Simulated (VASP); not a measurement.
# Cd (R-3m) in VASP: further runs

The runs below take Cd through single point, with r2SCAN, PBE.

All numbers are computed with VASP 6.6.1; they aren't measurements. Logs are shortened: lines on timing, memory, paths and dates and some standing lists are left out, and cuts for length are marked.

### Step 1. The cell of the first run

It takes space group R-3m (No. 166, trigonal). Conventional cell: a = 3.216 Å, b = 3.216 Å, c = 7.348 Å, α = 90.00°, β = 90.00°, γ = 120.00°. Cd (site symmetry -3m) has 12 Cd at 3.07 to 3.22 Å within 4.0 Å.

### Step 2. Single point, r2SCAN

Input file POSCAR:

```
Cd
1.0
    1.6080291515      0.9283960635      2.4492874100
   -1.6080291515      0.9283960635      2.4492874100
    0.0000000000     -1.8567921270      2.4492874100
Cd
1
Direct
    0.0000000000      0.0000000000      0.0000000000
```

Input file INCAR.step1:

```
SYSTEM = Cd
ALGO = Normal ; EDIFF = 1E-4
ENCUT = 520 ; GGA = PE
ISMEAR = 0 ; LASPH = .True.
LCHARG = .False. ; LREAL = .False.
LWAVE = .True. ; NBANDS = 12
NELECT = 11.75 ; NELM = 80
PREC = Accurate ; SIGMA = 0.1
```

Input file INCAR.step2:

```
SYSTEM = Cd
ALGO = Normal ; EDIFF = 1E-6
ENCUT = 520 ; ISIF = 2
ISMEAR = 0 ; ISTART = 1
LASPH = .True. ; LCHARG = .False.
LMIXTAU = .True. ; LREAL = .False.
LWAVE = .False. ; METAGGA = R2SCAN
NBANDS = 12 ; NELECT = 11.75
NELM = 80 ; PREC = Accurate
SIGMA = 0.1
```

Input file KPOINTS:

```
k-points
0
Gamma
  9 9 9
  0 0 0
```

Potentials or basis: VASP PAW PBE potentials, release 64 (Cd).

On the command line:

```bash
$ cat potpaw_PBE.64/Cd/POTCAR > POTCAR
$ cp INCAR.step1 INCAR
$ mpirun -np 1 vasp_std > vasp.out
$ cp INCAR.step2 INCAR
$ mpirun -np 1 vasp_std > vasp.out
```

OUTCAR:

```text
SYSTEM = Cd
   EDIFF = 1E-6
   ENCUT = 520
   ISIF = 2
   ISMEAR = 0
   ISTART = 1
   LASPH = .True.
   LREAL = .False.
   METAGGA = R2SCAN
   NELECT = 11.75
   NELM = 80
   PREC = Accurate

 ion  position               nearest neighbor table
   1  0.000  0.000  0.000-

  LATTYP: Found a trigonal (rhomboedric) cell.
 ALAT       =     3.0735461310
 COS(alpha) =     0.4525576903

  Lattice vectors:

 A1 = (   1.6080291515,   0.9283960635,   2.4492874100)
 A2 = (  -1.6080291515,   0.9283960635,   2.4492874100)
 A3 = (   0.0000000000,  -1.8567921270,   2.4492874100)

Analysis of symmetry for initial positions (statically):
=====================================================================
 Subroutine PRICEL returns:
 Original cell was already a primitive cell.

 Routine SETGRP: Setting up the symmetry group for a
 trigonal (rhombohedral) supercell.

 Subroutine GETGRP returns: Found 12 space group operations
 (whereof 12 operations were pure point group operations)
 out of a pool of 12 trial point group operations.

The static configuration has the point symmetry D_3d.

Analysis of symmetry for dynamics (positions and initial velocities):
=====================================================================
 Subroutine PRICEL returns:
 Original cell was already a primitive cell.

 Routine SETGRP: Setting up the symmetry group for a
 trigonal (rhombohedral) supercell.

 Subroutine GETGRP returns: Found 12 space group operations
 (whereof 12 operations were pure point group operations)
 out of a pool of 12 trial point group operations.

The dynamic configuration has the point symmetry D_3d.

 Subroutine INISYM returns: Found 12 space group operations
 (whereof 12 operations are pure point group operations),
 and found     1 'primitive' translations

----------------------------------------------------------------------------------------

                                     Primitive cell

  volume of cell :      21.9391

  direct lattice vectors                    reciprocal lattice vectors
     1.608029152  0.928396064  2.449287410     0.310939637  0.179521083  0.136094005
    -1.608029152  0.928396064  2.449287410    -0.310939637  0.179521083  0.136094005
     0.000000000 -1.856792127  2.449287410     0.000000000 -0.359042166  0.136094005

  length of vectors
     3.073546131  3.073546131  3.073546131     0.383969862  0.383969862  0.383969862

  position of ions in fractional coordinates (direct lattice)
     0.000000000  0.000000000  0.000000000

  ion indices of the primitive-cell ions
   primitive index   ion index
                 1           1

----------------------------------------------------------------------------------------

 KPOINTS: k-points

Automatic generation of k-mesh.
 Grid dimensions read from file:
 generate k-points for:    9    9    9

 Generating k-lattice:

  Cartesian coordinates                     Fractional coordinates (reciprocal lattice)
     0.034548849  0.019946787  0.015121556     0.111111111  0.000000000  0.000000000
    -0.034548849  0.019946787  0.015121556     0.000000000  0.111111111  0.000000000
     0.000000000 -0.039893574  0.015121556     0.000000000  0.000000000  0.111111111

  Length of vectors
     0.042663318  0.042663318  0.042663318

  Shift w.r.t. Gamma in fractional coordinates (k-lattice)
     0.000000000  0.000000000  0.000000000

 Subroutine IBZKPT returns following result:
 ===========================================

 Found     85 irreducible k-points:

 Following reciprocal coordinates:
            Coordinates               Weight
  0.000000  0.000000  0.000000      1.000000
  0.111111 -0.000000  0.000000      6.000000
  0.222222 -0.000000  0.000000      6.000000
  0.333333 -0.000000  0.000000      6.000000
  0.444444 -0.000000  0.000000      6.000000
  0.111111  0.111111  0.000000      6.000000
[... 16 lines left out ...]
 -0.333333  0.333333  0.000000      6.000000
  0.444444  0.444444  0.000000      6.000000
 [... further k-points ...]
   k-points           NKPTS =     85   k-points in BZ     NKDIM =     85   number of bands    NBANDS=     12
   number of dos      NEDOS =    301   number of ions     NIONS =      1
   total plane-waves  NPLWV =  13824
   dimension x,y,z NGX =    24 NGY =   24 NGZ =   24
   dimension x,y,z NGXF=    48 NGYF=   48 NGZF=   48
   ions per type =               1
   NGX,Y,Z   is equivalent  to a cutoff of  12.98, 12.98, 12.98 a.u.
   NGXF,Y,Z  is equivalent  to a cutoff of  25.96, 25.96, 25.96 a.u.
 SYSTEM =  Cd
   PREC   = accura    normal or accurate (medium, high low for compatibility)
   ISTART =      1    job   : 0-new  1-cont  2-samecut
   ICHARG =      0    charge: 1-file 2-atom 10-const
   ISPIN  =      1    spin polarized calculation?
   LNONCOLLINEAR =      F non collinear calculations
   LSORBIT =      F    spin-orbit coupling
   LASPH  =      T    aspherical Exc in radial PAW
   ENCUT  =  520.0 eV  38.22 Ry    6.18 a.u.   5.71  5.71  5.71*2*pi/ulx,y,z
   NELM   =     80;   NELMIN=  2; NELMDL=  0     # of ELM steps
   EDIFF  = 0.1E-05   stopping-criterion for ELM
   LREAL  =      F    real-space projection
   EDIFFG = 0.1E-04   stopping-criterion for IOM
   NSW    =      0    number of steps for IOM
   IBRION =     -1    ionic relax: 0-MD 1-quasi-New 2-CG
   NFREE  =      0    steps in history (QN), initial steepest desc. (CG)
   ISIF   =      2    stress and relaxation
   ISYM   =      2    0-nonsym 1-usesym 2-fastsym
   POTIM  = 0.5000    time-step for ionic-motion
   TEBEG  =    0.0;   TEEND  =   0.0 temperature during run
   PSTRESS=    0.0 pullay stress
   NELECT =      11.7500    total number of electrons
   NUPDOWN=      -1.0000    fix difference up-down
   EMIN   =  10.00;   EMAX   =-10.00  energy-range for DOS
   EFERMI =   0.00;   METHOD = LEGACY
   ISMEAR =     0;   SIGMA  =   0.10  broadening in eV -4-tet -1-fermi 0-gaus
   EFERMI_NEDOS =   21; number of points for ismear=-14 and -15
   IALGO  =     38    algorithm
   IMIX   =      4    mixing-type and parameters
     AMIX     =   0.40;   BMIX     =  1.00
     AMIX_MAG =   1.60;   BMIX_MAG =  1.00
  volume/ion in A,a.u.               =      21.94       148.05
  Fermi-wavevector in a.u.,A,eV,Ry     =   1.329479  2.512350 24.048483  1.767514
  Thomas-Fermi vector in A             =   2.458638
   LORBIT       =      0    0 simple, 1 ext, 2 COOP (PROOUT), +10 PAW based schemes
   METAGGA = R2SCAN    functional components
   LHFCALC =     F    Hartree Fock is set to
   AEXX    =    0.0000 exact exchange contribution
   IVDW    =     0    specifies the selected vdW correction
   LEPSILON=     F    determine dielectric tensor
   LRPA    =     F    only Hartree local field effects (RPA)
 non-spin polarized calculation
 Gauss-broadening in eV      SIGMA  =   0.10
  energy-cutoff  :      520.00
  volume of cell :       21.94
 maximum number of plane-waves:       604
   NGX = 11   NGY = 11   NGZ = 11

 number of electron      11.7499997 magnetization

 Free energy of the ion-electron system (eV)
  ---------------------------------------------------
  ext. energy  EPLUGINS =         0.00000000
  ---------------------------------------------------
  free energy    TOTEN  =       -20.70688919 eV

  energy without entropy =      -20.70429241  energy(sigma->0) =      -20.70559080

 E-fermi :   2.2923     XC(G=0): -11.4325

 val. band max:        2.2681471688   @ k =  -0.4444  -0.4444   0.3333
 cond. band min:       2.3065885478   @ k =  -0.2222   0.4444   0.1111
 fundamental gap:      0.0384413790
 Fermi energy:         2.2922723032

 k-point     1 :       0.0000    0.0000    0.0000
  band No.  band energies     occupation
      1      -6.8277      2.00000
      2      -6.8277      2.00000
      3      -6.6068      2.00000
      4      -6.2611      2.00000
      5      -6.2611      2.00000
      6      -6.0311      2.00000
      7      16.9949      0.00000
      8      17.7698      0.00000
      9      17.7698      0.00000
     10      20.7510      0.00000
     11      21.2282      0.00000
     12      21.2282      0.00000

 k-point     2 :       0.1111   -0.0000    0.0000
  band No.  band energies     occupation
      1      -6.8437      2.00000
      2      -6.8004      2.00000
      3      -6.5716      2.00000
      4      -6.2668      2.00000
      5      -6.2652      2.00000
      6      -5.6994      2.00000
      7      14.3733      0.00000
      8      17.1894      0.00000
      9      17.4303      0.00000
     10      20.0841      0.00000
     11      21.9648      0.00000
     12      22.1715      0.00000

 k-point     3 :       0.2222   -0.0000    0.0000
  band No.  band energies     occupation
      1      -6.9606      2.00000
      2      -6.7730      2.00000
      3      -6.5089      2.00000
      4      -6.2291      2.00000
      5      -6.2098      2.00000
      6      -4.6598      2.00000
      7      10.0943      0.00000
      8      16.8495      0.00000
      9      16.9586      0.00000
     10      19.1729      0.00000
     11      21.9343      0.00000
     12      22.1749      0.00000
[... 286 lines left out ...]
 k-point    23 :      -0.3333    0.3333    0.0000
  band No.  band energies     occupation
      1      -7.1362      2.00000
      2      -6.7012      2.00000
      3      -6.4362      2.00000
      4      -6.2054      2.00000
      5      -6.0212      2.00000
      6       1.9297      2.00000
      7       4.7965      0.00000
      8       5.9427      0.00000
      9      13.3540      0.00000
     10      15.9899      0.00000
     11      23.5561      0.00000
     12      25.5384      0.00000

 k-point    24 :       0.4444    0.4444    0.0000
  band No.  band energies     occupation
      1      -7.3770      2.00000
      2      -7.2396      2.00000
      3      -5.9742      2.00000
      4      -5.8538      2.00000
      5      -5.8129      2.00000
      6       1.1237      2.00000
      7       5.7442      0.00000
      8       9.5111      0.00000
      9      11.1167      0.00000
     10      13.7157      0.00000
     11      15.3043      0.00000
     12      30.4323      0.00000

 [... further k-points ...]

------------------------ aborting loop because EDIFF is reached ----------------------------------------

  FORCE on cell =-STRESS in cart. coord.  units (eV):
  Direction    XX          YY          ZZ          XY          YZ          ZX
  --------------------------------------------------------------------------------------
  -------------------------------------------------------------------------------------
  Total       -1.7583647     -1.7583647     -1.7390822      0.0000000      0.0000000      0.0000000
  in kB     -128.4107376   -128.4107376   -127.0025628      0.0000000      0.0000000      0.0000000
  external PRESSURE =    -127.9413460 kB  Pullay stress =       0.0000000 kB

 VOLUME and BASIS-vectors are now :
 -----------------------------------------------------------------------------
  energy-cutoff  :      520.00
  volume of cell :       21.94
      direct lattice vectors                 reciprocal lattice vectors
     1.608029152  0.928396064  2.449287410     0.310939637  0.179521083  0.136094005
    -1.608029152  0.928396064  2.449287410    -0.310939637  0.179521083  0.136094005
     0.000000000 -1.856792127  2.449287410     0.000000000 -0.359042166  0.136094005

 POSITION                                       TOTAL-FORCE (eV/Angst)
 -----------------------------------------------------------------------------------
      0.00000      0.00000      0.00000         0.000000      0.000000      0.000000
 -----------------------------------------------------------------------------------
    total drift:                                0.000000     -0.000000      0.000000

  FREE ENERGIE OF THE ION-ELECTRON SYSTEM (eV)
  ---------------------------------------------------
  free  energy   TOTEN  =       -20.7068891872 eV

  energy  without entropy=      -20.7042924062  energy(sigma->0) =      -20.70559080
```

Run time: 1.8 min. Hardware: 1 thread of AMD EPYC 7R13, shared host; peak memory 0.12 GiB.

Results:

- Free energy: -20.7069 eV

Caveat: the cell carries a net charge on a neutralising background, which shifts energy and pressure; the cell is charged against a uniform background, so pressure and absolute levels hang on convention; the PAW data sets were made with another functional, which shifts forces and pressure a little.

### Step 3. Single point, PBE

Input file INCAR:

```
SYSTEM = Cd
ALGO = Normal
EDIFF = 1E-7
ENCUT = 520
GGA = PE
ISIF = 2
ISMEAR = 1
LASPH = .TRUE.
LCHARG = .TRUE.
LELF = .TRUE.
LREAL = .FALSE.
LVHAR = .TRUE.
LWAVE = .FALSE.
NBANDS = 12
NELM = 100
PREC = Accurate
SIGMA = 0.03
```

Input file KPOINTS:

```
k-points
0
G
  3 3 3
  0 0 0
```

POSCAR is that of step 2.

Potentials or basis: VASP PAW PBE potentials, release 64 (Cd).

On the command line:

```bash
$ cat potpaw_PBE.64/Cd/POTCAR > POTCAR
$ mpirun -np 1 vasp_std > vasp.out
```

OUTCAR:

```text
SYSTEM = Cd
   EDIFF = 1E-7
   ENCUT = 520
   GGA = PE
   ISIF = 2
   ISMEAR = 1
   LASPH = .TRUE.
   LREAL = .FALSE.
   NELM = 100
   PREC = Accurate

 ion  position               nearest neighbor table
   1  0.000  0.000  0.000-

  LATTYP: Found a trigonal (rhomboedric) cell.
 ALAT       =     3.0735461310
 COS(alpha) =     0.4525576903

  Lattice vectors:

 A1 = (   1.6080291515,   0.9283960635,   2.4492874100)
 A2 = (  -1.6080291515,   0.9283960635,   2.4492874100)
 A3 = (   0.0000000000,  -1.8567921270,   2.4492874100)

Analysis of symmetry for initial positions (statically):
=====================================================================
 Subroutine PRICEL returns:
 Original cell was already a primitive cell.

 Routine SETGRP: Setting up the symmetry group for a
 trigonal (rhombohedral) supercell.

 Subroutine GETGRP returns: Found 12 space group operations
 (whereof 12 operations were pure point group operations)
 out of a pool of 12 trial point group operations.

The static configuration has the point symmetry D_3d.
[... 146 lines left out ...]

 k-point     1 :       0.0000    0.0000    0.0000
  band No.  band energies     occupation
      1      -6.3974      2.00000
      2      -6.3974      2.00000
      3      -6.1757      2.00000
      4      -5.9150      2.00000
      5      -5.8372      2.00000
      6      -5.8372      2.00000
      7      16.3180      0.00000
      8      16.9541      0.00000
      9      16.9541      0.00000
     10      19.7979      0.00000
     11      20.4554      0.00000
     12      20.4554      0.00000
[... 61 lines left out ...]
 k-point     6 :      -0.3333    0.3333    0.3333
  band No.  band energies     occupation
      1      -6.5903      2.00000
      2      -6.2346      2.00000
      3      -6.0486      2.00000
      4      -5.8853      2.00000
      5      -5.6076      2.00000
      6       2.5438      2.00000
      7       4.5638      0.00000
      8       5.8800      0.00000
      9      11.4338      0.00000
     10      13.9982      0.00000
     11      24.2009      0.00000
     12      24.3870      0.00000

------------------------ aborting loop because EDIFF is reached ----------------------------------------

  FORCE on cell =-STRESS in cart. coord.  units (eV):
  Direction    XX          YY          ZZ          XY          YZ          ZX
  --------------------------------------------------------------------------------------
  -------------------------------------------------------------------------------------
  Total        0.4741914      0.4741914      1.1562009      0.0000000      0.0000000      0.0000000
  in kB       34.6294867     34.6294867     84.4356178      0.0000000      0.0000000      0.0000000
  external PRESSURE =      51.2315304 kB  Pullay stress =       0.0000000 kB

 VOLUME and BASIS-vectors are now :
 -----------------------------------------------------------------------------
  energy-cutoff  :      520.00
  volume of cell :       21.94
      direct lattice vectors                 reciprocal lattice vectors
     1.608029152  0.928396064  2.449287410     0.310939637  0.179521083  0.136094005
    -1.608029152  0.928396064  2.449287410    -0.310939637  0.179521083  0.136094005
     0.000000000 -1.856792127  2.449287410     0.000000000 -0.359042166  0.136094005

 POSITION                                       TOTAL-FORCE (eV/Angst)
 -----------------------------------------------------------------------------------
      0.00000      0.00000      0.00000         0.000000      0.000000     -0.000000
 -----------------------------------------------------------------------------------
    total drift:                                0.000000     -0.000000      0.000000

  FREE ENERGIE OF THE ION-ELECTRON SYSTEM (eV)
  ---------------------------------------------------
  free  energy   TOTEN  =        -0.5567401009 eV

  energy  without entropy=       -0.5571266279  energy(sigma->0) =       -0.55686894
```

stdout:

```text
POSCAR found type information on POSCAR Cd
 POSCAR found :  1 types and       1 ions
 scaLAPACK will be used
 LDA part: xc-table for (Slater+PW92), standard interpolation
 POSCAR, INCAR and KPOINTS ok, starting setup
 FFT: planning ... GRIDC
 FFT: planning ... GRID_SOFT
 FFT: planning ... GRID
 WAVECAR not read
 entering main loop
```

It took 5 s on 1 thread of Intel Xeon 8259CL, shared host; peak memory 0.13 GiB.

The run converged, but its numbers aren't listed here, since they failed a check.

Caveat: the k points lie up to 0.80 Å⁻¹ apart; the mesh shows a gap though the element is a metal.

(Part 1 of 3 ends here.)
